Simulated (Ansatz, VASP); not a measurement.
## One calculation of Sn3Te, two programs

The input INCAR:

```
PREC = Accurate
ENCUT = 520
EDIFF = 1E-6
ISMEAR = 0
SIGMA = 0.1
LREAL = F
LASPH = T
NELM = 100
ALGO = Normal
ISIF = 2
LWAVE = F
LCHARG = T
GGA = PE
IVDW = 12
LELF = T
LVHAR = T
NBANDS = 32
```

The input KPOINTS:

```
regular mesh
0
Gamma
  4 4 4
```

File POSCAR:

```
Sn3Te
1.0
    4.8656220000      0.0000000000      0.0000000000
    0.0000000000      4.8656220000      0.0000000000
    0.0000000000      0.0000000000      4.8656220000
Sn Te
3 1
Direct
    0.5000000000      0.5000000000      0.0000000000
    0.5000000000      0.0000000000      0.5000000000
    0.0000000000      0.5000000000      0.5000000000
    0.0000000000      0.0000000000      0.0000000000
```

Input for Ansatz:

```yaml
crystal:
  lattice:
    - [4.865622, 0.0, 0.0]
    - [0.0, 4.865622, 0.0]
    - [0.0, 0.0, 4.865622]
  atoms:
    - { symbol: Sn, position: [0.5, 0.5, 0.0] }
    - { symbol: Sn, position: [0.5, 0.0, 0.5] }
    - { symbol: Sn, position: [0.0, 0.5, 0.5] }
    - { symbol: Te, position: [0.0, 0.0, 0.0] }
basis:
  ecutwfc: 420
kpoints:
  mp_grid: { grid: [4, 4, 4] }
hamiltonian:
  xc: pbe
  dispersion: d3bj
scf:
  occupations: { method: gaussian, width: 0.1 }
output:
  forces: true
  stress: true
  eigenvalues: true
```

Alike in both runs: task single point; functional PBE; dispersion D3(BJ); k mesh 4 × 4 × 4; occupations gaussian, width 0.1 eV; no spin polarisation.

```csv
,VASP,Ansatz
version,VASP 6.6.1,Ansatz 0.2.0
potentials or method,"VASP PAW PBE potentials, release 64 (Sn_d, Te), cutoff 520 eV","scalar-relativistic, plane waves, PAW"
valence electrons in the cell,48,58
```

VASP gave:

| Quantity | Value |
| --- | --- |
| gap on the k mesh at the Fermi level (eV) | none |
| pressure (GPa) | -2.3 |

Q: Estimate Ansatz's values.

A: gap on the k mesh at the Fermi level (eV): none; pressure (GPa): -2.2.

A gap of «none» marks a metal or a gap that the smearing closes. VASP's potentials hold 48 valence electrons a cell and Ansatz's 58, so a difference there can come from the potentials and not from the codes.

Spin-orbit coupling is off throughout.
